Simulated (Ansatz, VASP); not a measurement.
# Two plane-wave programs on GaAs

```
CELL_PARAMETERS angstrom
4.24976 0.00000 0.00000
-2.12488 3.68040 0.00000
0.00000 0.00000 5.77324
ATOMIC_POSITIONS crystal
Ga 0.33333 0.66667 0.25000
Ga 0.66667 0.33333 0.75000
As 0.66667 0.33333 0.25000
As 0.33333 0.66667 0.75000
```

Alike in both runs: task single point; functional PBEsol; k mesh 6 × 6 × 4; occupations fermi-dirac, width 0.5 eV; no spin polarisation.

|  | VASP | Ansatz |
| --- | --- | --- |
| version | VASP 6.6.1 | Ansatz 0.2.0 |
| potentials or method | VASP PAW PBE potentials, release 64 (Ga_d, As) | plane waves |
| plane-wave cutoff (eV) | 520 | 420 |
| valence electrons in the cell | 36 | 56 |

```csv
,VASP,Ansatz,Ansatz less VASP
pressure (GPa),0.7,0.6,-0.15
"traceless stress, the component that is largest in VASP (GPa)",-3.09,-3.06,+0.030
```

VASP's potentials were made for PBE, not for PBEsol. VASP's potentials hold 36 valence electrons a cell and Ansatz's 56, so a difference there can come from the potentials and not from the codes.
